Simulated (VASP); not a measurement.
Input of a VASP 6.6.1 run:

File INCAR:

```
PREC = Accurate ; ENCUT = 600
EDIFF = 1E-6 ; ISMEAR = -1
SIGMA = 0.1 ; LREAL = F
LASPH = T ; NELM = 120
ALGO = Normal ; ISIF = 2
LWAVE = F ; LCHARG = F
GGA = PE ; NBANDS = 25
GGA_COMPAT = F
```

File KPOINTS:

```
Automatic mesh
0
Gamma
  9 9 5
```

POSCAR

```
CuO
1.0
    2.3418500000     -1.7113000000      0.0000000000
    2.3418500000      1.7113000000      0.0000000000
   -0.8500274268      0.0000000000      5.0578693947
Cu O
2 2
Direct
    0.5000000000      0.0000000000      0.5000000000
    0.0000000000      0.5000000000      0.0000000000
    0.4184000000      0.5816000000      0.7500000000
    0.5816000000      0.4184000000      0.2500000000
```

Potentials or basis: VASP PAW PBE potentials, release 64 (Cu, O).

The run is started by

```console
$ cat potpaw_PBE.64/Cu/POTCAR potpaw_PBE.64/O/POTCAR > POTCAR
$ mpirun -np 1 vasp_std > vasp.out
```

(1) Predict the band gap on the k mesh.

(2) Predict the largest force.

Answers

(1) zero (bands 17 and 18 overlap by 0.55 eV).

(2) 0.217 eV/Å.

Caveat: semilocal functionals often make such compounds metallic where correlation or magnetic order opens a gap, which also shifts bond lengths.
